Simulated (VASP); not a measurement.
# SmIrF (P4/mmm) in VASP: single point with PBE

Aim: the single point of SmIrF with PBE.

All numbers are computed with VASP 6.6.1; they aren't measurements. Logs are shortened: lines on timing, memory, paths and dates and some standing lists are left out, and cuts for length are marked.

**1. The cell of the first run**

Symmetry: P4/mmm, No. 123, tetragonal system. The conventional cell has a = 3.351 Å, b = 3.351 Å, c = 4.659 Å, α = 90.00°, β = 90.00°, γ = 90.00°. Sm (site symmetry 4/mmm) has 4 F at 2.37 Å within 3.1 Å. Ir (site symmetry 4/mmm) has 2 F at 2.33 Å within 3.1 Å. Within 3.1 Å of F (site symmetry 4/mmm) lie 2 Ir at 2.33 Å and 4 Sm at 2.37 Å.

The cell was generated, and may not be a known phase.

**2. Single point, PBE, collinear spin**

INCAR

```
ALGO = Normal ; EDIFF = 1E-6
ENCUT = 600 ; GGA = PE
GGA_COMPAT = False ; ISIF = 2
ISMEAR = 0 ; ISPIN = 2
LASPH = True ; LCHARG = False
LMAXMIX = 6 ; LORBIT = 11
LREAL = False ; LWAVE = False
MAGMOM = 0 -0.17 0 ; NBANDS = 24
NELM = 200 ; PREC = Accurate
SIGMA = 0.1
```

KPOINTS

```
k-points
0
Gamma
  14 14 10
```

POSCAR

```
SmIrF
1.0
    3.3512963101      0.0000000000      0.0000000000
    0.0000000000      3.3512963101      0.0000000000
    0.0000000000      0.0000000000      4.6592232332
Sm Ir F
1 1 1
Direct
    0.0000000000      0.0000000000      0.0000000000
    0.5000000000      0.5000000000      0.5000000000
    0.5000000000      0.5000000000      0.0000000000
```

Potentials or basis: VASP PAW PBE potentials, release 64 (Sm_3, Ir, F), 4f in core.

Command:

```
> cat potpaw_PBE.64/Sm_3/POTCAR potpaw_PBE.64/Ir/POTCAR potpaw_PBE.64/F/POTCAR > POTCAR
> mpirun -np 1 vasp_std > vasp.out
```

OUTCAR:

```text
EDIFF = 1E-6
   ENCUT = 600
   GGA = PE
   ISIF = 2
   ISMEAR = 0
   ISPIN = 2
   LASPH = True
   LORBIT = 11
   LREAL = False
   NELM = 200
   PREC = Accurate

 ion  position               nearest neighbor table
   1  0.000  0.000  0.000-   3 2.37   3 2.37   3 2.37   3 2.37   2 3.32   2 3.32   2 3.32   2 3.32
                             2 3.32   2 3.32   2 3.32   2 3.32
   2  0.500  0.500  0.500-   3 2.33   3 2.33   1 3.32   1 3.32   1 3.32   1 3.32   1 3.32   1 3.32
                             1 3.32   1 3.32
   3  0.500  0.500  0.000-   2 2.33   2 2.33   1 2.37   1 2.37   1 2.37   1 2.37

  LATTYP: Found a simple tetragonal cell.
 ALAT       =     3.3512963101
 C/A-ratio  =     1.3902749271

  Lattice vectors:

 A1 = (   3.3512963101,   0.0000000000,   0.0000000000)
 A2 = (   0.0000000000,   3.3512963101,   0.0000000000)
 A3 = (   0.0000000000,   0.0000000000,   4.6592232332)

Analysis of symmetry for initial positions (statically):
=====================================================================
 Subroutine PRICEL returns:
 Original cell was already a primitive cell.

 Routine SETGRP: Setting up the symmetry group for a
 simple tetragonal supercell.

 Subroutine GETGRP returns: Found 16 space group operations
 (whereof 16 operations were pure point group operations)
 out of a pool of 16 trial point group operations.

The static configuration has the point symmetry D_4h.

Analysis of symmetry for dynamics (positions and initial velocities):
=====================================================================
 Subroutine PRICEL returns:
 Original cell was already a primitive cell.

 Routine SETGRP: Setting up the symmetry group for a
 simple tetragonal supercell.

 Subroutine GETGRP returns: Found 16 space group operations
 (whereof 16 operations were pure point group operations)
 out of a pool of 16 trial point group operations.

The dynamic configuration has the point symmetry D_4h.

Analysis of structural, dynamic, and magnetic symmetry:
=====================================================================
 Subroutine PRICEL returns:
 Original cell was already a primitive cell.

 Routine SETGRP: Setting up the symmetry group for a
 simple tetragonal supercell.

 Subroutine GETGRP returns: Found 16 space group operations
 (whereof 16 operations were pure point group operations)
 out of a pool of 16 trial point group operations.

The overall configuration has the point symmetry D_4h.

 Subroutine INISYM returns: Found 16 space group operations
 (whereof 16 operations are pure point group operations),
 and found     1 'primitive' translations

----------------------------------------------------------------------------------------

                                     Primitive cell

  volume of cell :      52.3286

  direct lattice vectors                    reciprocal lattice vectors
     3.351296310  0.000000000  0.000000000     0.298391997  0.000000000  0.000000000
     0.000000000  3.351296310  0.000000000     0.000000000  0.298391997  0.000000000
     0.000000000  0.000000000  4.659223233     0.000000000  0.000000000  0.214628051

  length of vectors
     3.351296310  3.351296310  4.659223233     0.298391997  0.298391997  0.214628051

  position of ions in fractional coordinates (direct lattice)
     0.000000000  0.000000000  0.000000000
     0.500000000  0.500000000  0.500000000
     0.500000000  0.500000000  0.000000000

  ion indices of the primitive-cell ions
   primitive index   ion index
                 1           1
                 2           2
                 3           3

----------------------------------------------------------------------------------------

 KPOINTS: k-points

Automatic generation of k-mesh.
 Grid dimensions read from file:
 generate k-points for:   14   14   10

 Generating k-lattice:

  Cartesian coordinates                     Fractional coordinates (reciprocal lattice)
     0.021313714  0.000000000  0.000000000     0.071428571  0.000000000  0.000000000
     0.000000000  0.021313714  0.000000000     0.000000000  0.071428571  0.000000000
     0.000000000  0.000000000  0.021462805     0.000000000  0.000000000  0.100000000

  Length of vectors
     0.021313714  0.021313714  0.021462805

  Shift w.r.t. Gamma in fractional coordinates (k-lattice)
     0.000000000  0.000000000  0.000000000

 Subroutine IBZKPT returns following result:
 ===========================================

 Found    216 irreducible k-points:

 Following reciprocal coordinates:
            Coordinates               Weight
  0.000000  0.000000  0.000000      1.000000
  0.071429  0.000000  0.000000      4.000000
  0.142857  0.000000  0.000000      4.000000
  0.214286  0.000000  0.000000      4.000000
  0.285714  0.000000  0.000000      4.000000
  0.357143  0.000000  0.000000      4.000000
[... 16 lines left out ...]
  0.285714  0.214286  0.000000      8.000000
  0.357143  0.214286  0.000000      8.000000
 [... further k-points ...]
   k-points           NKPTS =    216   k-points in BZ     NKDIM =    216   number of bands    NBANDS=     24
   number of dos      NEDOS =    301   number of ions     NIONS =      3
   total plane-waves  NPLWV =  31360
   dimension x,y,z NGX =    28 NGY =   28 NGZ =   40
   dimension x,y,z NGXF=    56 NGYF=   56 NGZF=   80
   ions per type =               1   1   1
   NGX,Y,Z   is equivalent  to a cutoff of  13.89, 13.89, 14.27 a.u.
   NGXF,Y,Z  is equivalent  to a cutoff of  27.78, 27.78, 28.54 a.u.
 SYSTEM =  unknown system
   PREC   = accura    normal or accurate (medium, high low for compatibility)
   ISTART =      0    job   : 0-new  1-cont  2-samecut
   ICHARG =      2    charge: 1-file 2-atom 10-const
   ISPIN  =      2    spin polarized calculation?
   LNONCOLLINEAR =      F non collinear calculations
   LSORBIT =      F    spin-orbit coupling
   LASPH  =      T    aspherical Exc in radial PAW
   ENCUT  =  600.0 eV  44.10 Ry    6.64 a.u.   6.69  6.69  9.31*2*pi/ulx,y,z
   NELM   =    200;   NELMIN=  2; NELMDL= -5     # of ELM steps
   EDIFF  = 0.1E-05   stopping-criterion for ELM
   LREAL  =      F    real-space projection
   EDIFFG = 0.1E-04   stopping-criterion for IOM
   NSW    =      0    number of steps for IOM
   IBRION =     -1    ionic relax: 0-MD 1-quasi-New 2-CG
   NFREE  =      0    steps in history (QN), initial steepest desc. (CG)
   ISIF   =      2    stress and relaxation
   ISYM   =      2    0-nonsym 1-usesym 2-fastsym
   POTIM  = 0.5000    time-step for ionic-motion
   TEBEG  =    0.0;   TEEND  =   0.0 temperature during run
   PSTRESS=    0.0 pullay stress
   NELECT =      27.0000    total number of electrons
   NUPDOWN=      -1.0000    fix difference up-down
   EMIN   =  10.00;   EMAX   =-10.00  energy-range for DOS
   EFERMI =   0.00;   METHOD = LEGACY
   ISMEAR =     0;   SIGMA  =   0.10  broadening in eV -4-tet -1-fermi 0-gaus
   EFERMI_NEDOS =   21; number of points for ismear=-14 and -15
   IALGO  =     38    algorithm
   IMIX   =      4    mixing-type and parameters
     AMIX     =   0.40;   BMIX     =  1.00
     AMIX_MAG =   1.60;   BMIX_MAG =  1.00
  volume/ion in A,a.u.               =      17.44       117.71
  Fermi-wavevector in a.u.,A,eV,Ry     =   1.313055  2.481315 23.457999  1.724114
  Thomas-Fermi vector in A             =   2.443405
   LORBIT       =     11    0 simple, 1 ext, 2 COOP (PROOUT), +10 PAW based schemes
   GGA     = PE    functional components
   LHFCALC =     F    Hartree Fock is set to
   AEXX    =    0.0000 exact exchange contribution
   IVDW    =     0    specifies the selected vdW correction
   LEPSILON=     F    determine dielectric tensor
   LRPA    =     F    only Hartree local field effects (RPA)
 spin polarized calculation
 Gauss-broadening in eV      SIGMA  =   0.10
  energy-cutoff  :      600.00
  volume of cell :       52.33
 maximum number of plane-waves:      1771
 NGX is ok and might be reduce to    28
   NGX = 13   NGY = 13   NGZ = 19

 number of electron      27.0000004 magnetization      -0.0257310

 number of electron      27.0000004 magnetization       0.0000998

 Free energy of the ion-electron system (eV)
  ---------------------------------------------------
  ext. energy  EPLUGINS =         0.00000000
  ---------------------------------------------------
  free energy    TOTEN  =       -17.89555056 eV

  energy without entropy =      -17.88623516  energy(sigma->0) =      -17.89089286

 E-fermi :   5.3650     XC(G=0): -11.4419

 val. band max:        5.3649395909   @ k =   0.1429   0.1429   0.3000
 cond. band min:       5.3797231193   @ k =   0.1429   0.0714   0.0000
 fundamental gap:      0.0147835284
 Fermi energy:         5.3650147137

 spin component 1

 k-point     1 :       0.0000    0.0000    0.0000
  band No.  band energies     occupation
      1     -36.3933      1.00000
      2     -22.0611      1.00000
      3     -15.6295      1.00000
      4     -15.6295      1.00000
      5     -15.5603      1.00000
      6      -3.4916      1.00000
[... 16 lines left out ...]
     23      15.0653      0.00000
     24      16.0627      0.00000
[... 598 lines left out ...]
      2     -22.4010      1.00000
      3     -16.0896      1.00000
      4     -15.5816      1.00000
      5     -15.4022      1.00000
      6      -4.1232      1.00000
[... 16 lines left out ...]
     23      18.0729      0.00000
     24      19.0615      0.00000

 [... further k-points ...]

 spin component 2

 k-point     1 :       0.0000    0.0000    0.0000
  band No.  band energies     occupation
      1     -36.3933      1.00000
      2     -22.0611      1.00000
      3     -15.6295      1.00000
      4     -15.6295      1.00000
      5     -15.5603      1.00000
      6      -3.4916      1.00000
[... 16 lines left out ...]
     23      15.0654      0.00000
     24      16.0627      0.00000
[... 598 lines left out ...]
      2     -22.4010      1.00000
      3     -16.0896      1.00000
      4     -15.5816      1.00000
      5     -15.4022      1.00000
      6      -4.1232      1.00000
[... 16 lines left out ...]
     23      18.0730      0.00000
     24      19.0416      0.00000

 [... further k-points ...]

------------------------ aborting loop because EDIFF is reached ----------------------------------------

  FORCE on cell =-STRESS in cart. coord.  units (eV):
  Direction    XX          YY          ZZ          XY          YZ          ZX
  --------------------------------------------------------------------------------------
  -------------------------------------------------------------------------------------
  Total        0.3334750      0.3334750      0.1088017      0.0000000      0.0000000      0.0000000
  in kB       10.2102106     10.2102106      3.3312492      0.0000000      0.0000000      0.0000000
  external PRESSURE =       7.9172235 kB  Pullay stress =       0.0000000 kB

 VOLUME and BASIS-vectors are now :
 -----------------------------------------------------------------------------
  energy-cutoff  :      600.00
  volume of cell :       52.33
      direct lattice vectors                 reciprocal lattice vectors
     3.351296310  0.000000000  0.000000000     0.298391997  0.000000000  0.000000000
     0.000000000  3.351296310  0.000000000     0.000000000  0.298391997  0.000000000
     0.000000000  0.000000000  4.659223233     0.000000000  0.000000000  0.214628051

 POSITION                                       TOTAL-FORCE (eV/Angst)
 -----------------------------------------------------------------------------------
      0.00000      0.00000      0.00000         0.000000      0.000000      0.000000
      1.67565      1.67565      2.32961         0.000000      0.000000      0.000000
      1.67565      1.67565      0.00000         0.000000      0.000000      0.000000
 -----------------------------------------------------------------------------------
    total drift:                                0.000000      0.000000     -0.000000

  FREE ENERGIE OF THE ION-ELECTRON SYSTEM (eV)
  ---------------------------------------------------
  free  energy   TOTEN  =       -17.8955505648 eV

  energy  without entropy=      -17.8862351642  energy(sigma->0) =      -17.89089286

 total charge

# of ion       s       p       d       tot
------------------------------------------
    1        2.131   5.952   0.960   9.043
    2        0.574   0.260   7.040   7.874
    3        1.759   4.345   0.000   6.104
--------------------------------------------------
tot          4.464  10.557   8.000  23.021

 magnetization (x)

# of ion       s       p       d       tot
------------------------------------------
    1       -0.000  -0.000  -0.000  -0.000
    2        0.000   0.000   0.000   0.000
    3        0.000   0.000   0.000   0.000
--------------------------------------------------
tot          0.000   0.000   0.000   0.000
```

Run time: 5.1 min. Hardware: 1 thread of AMD EPYC 9R45 (Zen 5), shared host; peak memory 0.58 GiB.

What came out:

```
Free energy                                           : -17.8956 eV
Pressure                                              : 0.8 GPa
Net moment                                            : 0.00 μB per cell
Valence electrons inside the program's atomic spheres : Sm 9.04; Ir 7.87; F 6.10
```

Stress tensor (GPa, compression positive):
```
1.02 0.00 0.00
0.00 1.02 0.00
0.00 0.00 0.33
```

Caveat: the magnetic or orbital state may not be the lowest; spin-orbit coupling is left out, which moves the levels of the heavy elements; the 4f electrons are frozen in the core, so they carry no moment and show no levels. With open d or f shells a metallic result of PBE can be an artefact of self-interaction; +U or a hybrid may open a gap.
